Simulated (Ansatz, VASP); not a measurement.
**One calculation of Cu, two programs**

The input INCAR:

```
SYSTEM = Cu
ALGO = Fast
EDIFF = 1E-7
ENCUT = 520
GGA = PS
ISIF = 2
ISMEAR = 0
LASPH = .TRUE.
LCHARG = .FALSE.
LREAL = .FALSE.
LWAVE = .FALSE.
NBANDS = 18
NELM = 60
PREC = Accurate
SIGMA = 0.15
```

The input KPOINTS:

```
k-points
0
G
  24 24 12
  0 0 0
```

Contents of POSCAR:

```
Cu
1.0
    2.5883725050      0.0000000000      0.0000000000
   -1.2941862525      2.2415963438      0.0000000000
    0.0000000000      0.0000000000      3.7469280382
Cu
2
Direct
    0.3333333333      0.6666666667      0.2500000000
    0.6666666667      0.3333333333      0.7500000000
```

Input for Ansatz:

```yaml
crystal:
  lattice:
    - [2.588372505, 0.0, 0.0]
    - [-1.2941862525, 2.2415963438, 0.0]
    - [0.0, 0.0, 3.7469280382]
  atoms:
    - { symbol: Cu, position: [0.3333333333, 0.6666666667, 0.25] }
    - { symbol: Cu, position: [0.6666666667, 0.3333333333, 0.75] }
basis:
  ecutwfc: 520.0
kpoints:
  mp_grid: { grid: [24, 24, 12] }
hamiltonian:
  xc: pbesol
  pseudopotentials: { kind: paw }
scf:
  occupations: { method: gaussian, width: 0.15 }
output:
  forces: true
  stress: true
  eigenvalues: true
```

Alike in both runs: task single point; functional PBEsol; k mesh 24 × 24 × 12; occupations gaussian, width 0.15 eV; no spin polarisation.

```csv
,VASP,Ansatz
version,VASP 6.6.1,Ansatz 0.2.0
potentials or method,"VASP PAW PBE potentials, release 64 (Cu), cutoff 520 eV","scalar-relativistic, plane waves, PAW"
valence electrons in the cell,22,38
```

Ansatz gave:

- gap on the k mesh at the Fermi level (eV): none
- pressure (GPa): 10.5
- traceless stress, the component that is largest in VASP (GPa): 16.11

**Question.** Which values does VASP return?

**Answer.** gap on the k mesh at the Fermi level (eV): none; pressure (GPa): 11.3; traceless stress, the component that is largest in VASP (GPa): 15.98.

VASP's potentials were made for PBE, not for PBEsol. A gap of «none» marks a metal or a gap that the smearing closes. With one functional, cell and mesh, what is left measures potentials, basis and numerics. VASP's potentials hold 22 valence electrons a cell and Ansatz's 38, so a difference there can come from the potentials and not from the codes.
